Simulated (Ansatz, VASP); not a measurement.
# One calculation of MgSiN, two programs

```
CELL_PARAMETERS angstrom
3.06741 0.00000 0.00000
0.00000 3.06752 0.00000
0.00000 0.00000 3.82205
ATOMIC_POSITIONS crystal
Mg 0.00000 0.00000 0.00000
Si 0.50000 0.50000 0.50000
N 0.50000 0.50000 0.00000
```

Change from the starting cell: species swapped into the ErCoC type (Pmmm, No. 47).

Alike in both runs: task relaxation of cell and atoms; functional PBE; k mesh 16 × 16 × 12; occupations gaussian, width 0.1 eV; no spin polarisation.

|  | VASP | Ansatz |
| --- | --- | --- |
| version | VASP 6.6.1 | Ansatz 0.2.0 |
| potentials or method | VASP PAW PBE potentials, release 64 (Mg, Si, N), cutoff 600 eV | scalar-relativistic, plane waves, PAW |
| valence electrons in the cell | 11 | 19 |

|  | VASP | Ansatz | Ansatz less VASP |
| --- | --- | --- | --- |
| gap on the k mesh at the Fermi level, each at its own relaxed structure (eV) | none | none | - |
| relaxed volume (Å³/atom) | 11.95 | 11.99 | +0.040 |
| relaxed length of the cell vector where the two differ most in proportion (Å) | 3.062 | 3.067 | +0.0055 |

A gap of «none» marks a metal or a gap that the smearing closes. VASP's potentials hold 11 valence electrons a cell and Ansatz's 19, so a difference there can come from the potentials and not from the codes. Ansatz's warnings: near symmetry operations not taken.
